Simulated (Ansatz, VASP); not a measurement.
One calculation of CuI, two programs

Contents of INCAR:

```
SYSTEM = CuI
ALGO = Normal ; EDIFF = 1E-7
ENCUT = 520 ; GGA = PE
ISIF = 2 ; ISMEAR = 0
LASPH = .True. ; LCHARG = .False.
LREAL = .False. ; LWAVE = .False.
NBANDS = 16 ; NELM = 80
PREC = Accurate ; SIGMA = 0.01
```

Contents of KPOINTS:

```
k-points
0
Gamma
  8 8 8
  0 0 0
```

File POSCAR:

```
CuI
1.0
    0.0000000000      3.0120428512      3.0120428512
    3.0120428512      0.0000000000      3.0120428512
    3.0120428512      3.0120428512      0.0000000000
Cu I
1 1
Direct
    0.2500000000      0.2500000000      0.2500000000
    0.0000000000      0.0000000000      0.0000000000
```

Input for Ansatz:

```yaml
crystal:
  lattice:
    - [0.0, 3.0120428512, 3.0120428512]
    - [3.0120428512, 0.0, 3.0120428512]
    - [3.0120428512, 3.0120428512, 0.0]
  atoms:
    - { symbol: Cu, position: [0.25, 0.25, 0.25] }
    - { symbol: I, position: [0.0, 0.0, 0.0] }
kpoints:
  mp_grid: { grid: [8, 8, 8] }
  band_path:
    path:
      - [0.0, 0.0, 0.0]
      - [-0.5, -0.5, 0.0]
      - [-0.375, -0.375, 0.25]
      - [-0.375, 0.0, 0.375]
      - [0.0, 0.0, 0.5]
      - [-0.5, -0.25, 0.25]
    npoints: 1
hamiltonian:
  xc: pbe
scf:
  occupations: { method: fixed }
  n_extra_bands: 4
output:
  forces: true
  stress: true
  eigenvalues: true
```

Alike in both runs: task single point; functional PBE; k mesh 8 × 8 × 8; no spin polarisation.

|  | VASP | Ansatz |
| --- | --- | --- |
| version | VASP 6.6.1 | Ansatz 0.2.0 |
| potentials or method | VASP PAW PBE potentials, release 64 (Cu, I) | plane waves, PAW |
| plane-wave cutoff (eV) | 520 | 420 |
| occupations | gaussian, width 0.01 eV | fixed |
| valence electrons in the cell | 18 | 36 |

Ansatz gave:

```
gap on the k mesh at the Fermi level (eV) : 1.17
pressure (GPa)                            : 1.1
```

Q: Which values does VASP return?

A: gap on the k mesh at the Fermi level (eV): 1.20; pressure (GPa): 1.2.

VASP's potentials hold 18 valence electrons a cell and Ansatz's 36, so a difference there can come from the potentials and not from the codes.

Spin-orbit coupling is off throughout.
